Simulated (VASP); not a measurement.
Write the native input for VASP 6.6.1 that does the following.

```
Task                   : single point
Functional             : r2SCAN
Potentials or basis    : VASP PAW PBE potentials, release 64 (Sr_sv, Cl)
Cutoff                 : 520 eV
k mesh                 : 4 × 4 × 4
Occupations            : fermi-dirac, width 0.05 eV
Spin                   : no spin polarisation
Dipole correction      : no
Further INCAR settings : ALGO = Normal; EDIFF = 1e-06; NBANDS = 19
```

The system is SrCl2.

```xyz
3
Lattice="0.0000 3.4884 3.4884 3.4884 0.0000 3.4884 3.4884 3.4884 0.0000" Properties=species:S:1:pos:R:3 pbc="T T T"
Sr    0.0000    0.0000    0.0000
Cl    5.2325    5.2325    5.2325
Cl    1.7442    1.7442    1.7442
```

One way to write it, as run:

POSCAR

```
SrCl2
1.0
    0.0000000000      3.4883500000      3.4883500000
    3.4883500000      0.0000000000      3.4883500000
    3.4883500000      3.4883500000      0.0000000000
Sr Cl
1 2
Direct
    0.0000000000      0.0000000000      0.0000000000
    0.7500000000      0.7500000000      0.7500000000
    0.2500000000      0.2500000000      0.2500000000
```

INCAR.step1

```
  ALGO = Normal
  EDIFF = 1E-4
  ENCUT = 520
  GGA = PE
  ISMEAR = -1
  LASPH = T
  LCHARG = F
  LREAL = F
  LWAVE = T
  NBANDS = 19
  NELM = 80
  PREC = Accurate
  SIGMA = 0.05
```

INCAR.step2

```
  ALGO = Normal
  EDIFF = 1E-6
  ENCUT = 520
  ISIF = 2
  ISMEAR = -1
  ISTART = 1
  LASPH = T
  LCHARG = F
  LMIXTAU = T
  LREAL = F
  LWAVE = F
  METAGGA = R2SCAN
  NBANDS = 19
  NELM = 80
  PREC = Accurate
  SIGMA = 0.05
```

KPOINTS

```
k-points
0
Gamma
  4 4 4
```

Potentials or basis: VASP PAW PBE potentials, release 64 (Sr_sv, Cl).

Run with:

```console
$ cat potpaw_PBE.64/Sr_sv/POTCAR potpaw_PBE.64/Cl/POTCAR > POTCAR
$ cp INCAR.step1 INCAR
$ mpirun -np 1 vasp_std > vasp.out
$ cp INCAR.step2 INCAR
$ mpirun -np 1 vasp_std > vasp.out
```

Results of the run:

```yaml
Pressure: 0.3 GPa
Band_gap_on_the_k_mesh: 5.97 eV, indirect (least direct gap 5.99 eV)
```

Caveat: the PAW data sets were made with another functional, which shifts forces and pressure a little.

It took 42 s on 1 thread of Intel(R) Xeon(R) Platinum 8488C (Sapphire Rapids), with other jobs on the host, peak memory 0.25 GiB.
